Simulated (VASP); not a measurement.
Be3ZnSe4, 8 atoms in the cell. The structure is trigonal, space group P3m1 (No. 156). Conventional cell: a = 3.875 Å, b = 3.875 Å, c = 12.770 Å, α = 90.00°, β = 90.00°, γ = 120.00°. Within 3.1 Å of Be (site symmetry 3m) lie 4 Se at 2.32 to 2.36 Å. Be (site symmetry 3m) has 4 Se at 2.30 to 2.36 Å within 3.0 Å. Be (site symmetry 3m) has 4 Se at 2.31 to 2.36 Å within 3.1 Å. Within 3.2 Å of Zn (site symmetry 3m) lie 4 Se at 2.46 to 2.55 Å. Within 3.1 Å of Se (site symmetry 3m) lie 4 Be at 2.32 to 2.36 Å. Within 3.0 Å of Se (site symmetry 3m) lie 1 Be at 2.30 Å and 3 Zn at 2.46 Å. Se (site symmetry 3m) has 4 Be at 2.31 to 2.36 Å within 3.1 Å. Se (site symmetry 3m) has 3 Be at 2.36 Å and 1 Zn at 2.55 Å within 3.1 Å.  This cell differs from its parent crystal: volume scaled by 1.10, then relaxed in part.

* Program: VASP 6.6.1
* Task: single point
* Functional: PBE
* Potentials or basis: VASP PAW PBE potentials, release 64 (Be, Zn, Se)
* Cutoff: 520 eV
* k mesh: 6 × 6 × 2
* Occupations: gaussian, width 0.02 eV
* Spin: no spin polarisation
* Dipole correction: no
* Further INCAR settings: ALGO = Normal; EDIFF = 1e-06; NBANDS = 31

Potentials or basis: VASP PAW PBE potentials, release 64 (Be, Zn, Se).

The run is started by

```console
$ cat potpaw_PBE.64/Be/POTCAR potpaw_PBE.64/Zn/POTCAR potpaw_PBE.64/Se/POTCAR > POTCAR
$ mpirun -np 1 vasp_std > vasp.out
```

Hardware: 1 thread of Intel(R) Xeon(R) 6975P-C (Granite Rapids), with other jobs on the host.

**Question.** Estimate the wall time of this run.

**Answer.** Wall time 51 s on 1 thread of Intel(R) Xeon(R) 6975P-C (Granite Rapids) (shared host), peak memory 0.3 GiB. Counts: scf iterations 15, k points 14.
